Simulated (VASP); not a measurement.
Wanted: the native input for a VASP 6.6.1 run.

| Quantity | Value |
| --- | --- |
| Task | single point |
| Functional | PBEsol |
| Dispersion | D3(BJ) |
| Potentials or basis | VASP PAW PBE potentials, release 64 (C) |
| Cutoff | 520 eV |
| k mesh | 21 × 21 × 8 |
| Occupations | gaussian, width 0.15 eV |
| Spin | no spin polarisation |
| Dipole correction | no |
| Further INCAR settings | ALGO = Normal; EDIFF = 1e-06; NBANDS = 16 |

The structure of C lies in POSCAR:

```
C
1.0
    2.5412697647      0.0000000000      0.0000000000
   -1.2706348823      2.2008041741      0.0000000000
    0.0000000000      0.0000000000      6.4024750451
C
4
Direct
    0.0000000000      0.0000000000      0.0025000000
    0.0000000000      0.0000000000      0.5025000000
    0.3333333333      0.6666666667      0.0025000000
    0.6666666667      0.3333333333      0.5025000000
```

The input as run:

INCAR

```
SYSTEM = C
PREC     = Accurate       ! precision mode
ENCUT    = 520            ! plane-wave cutoff, eV
EDIFF    = 1E-6           ! SCF threshold, eV
ISMEAR   = 0              ! smearing method
SIGMA    = 0.15           ! smearing width, eV
LREAL    = .FALSE.        ! projectors in reciprocal space
LASPH    = .TRUE.         ! aspherical terms in the spheres
NELM     = 60             ! most SCF steps
ALGO     = Normal         ! electronic algorithm
ISIF     = 2              ! what is computed and relaxed
LWAVE    = .FALSE.        ! write WAVECAR
LCHARG   = .FALSE.        ! write CHGCAR
GGA      = PS             ! functional
IVDW     = 12             ! dispersion correction
NBANDS   = 16             ! bands
```

KPOINTS

```
regular mesh
0
G
  21 21 8
  0 0 0
```

Potentials or basis: VASP PAW PBE potentials, release 64 (C).

The run is started by

```console
$ cat potpaw_PBE.64/C/POTCAR > POTCAR
$ mpirun -np 1 vasp_std > vasp.out
```

It gave:

```
Pressure                   : -25.2 GPa
Band gap on the k mesh     : zero (bands 8 and 9 overlap by 0.06 eV)
Dispersion energy per atom : -0.112 eV
```

Caveat: the cell stands under tension; the PAW data sets were made with another functional, which shifts forces and pressure a little.

Wall time 90 s on 1 thread of Intel(R) Xeon(R) Platinum 8259CL CPU @ 2.50GHz (Skylake/Cascade Lake), on a shared host, peak memory 0.23 GiB.
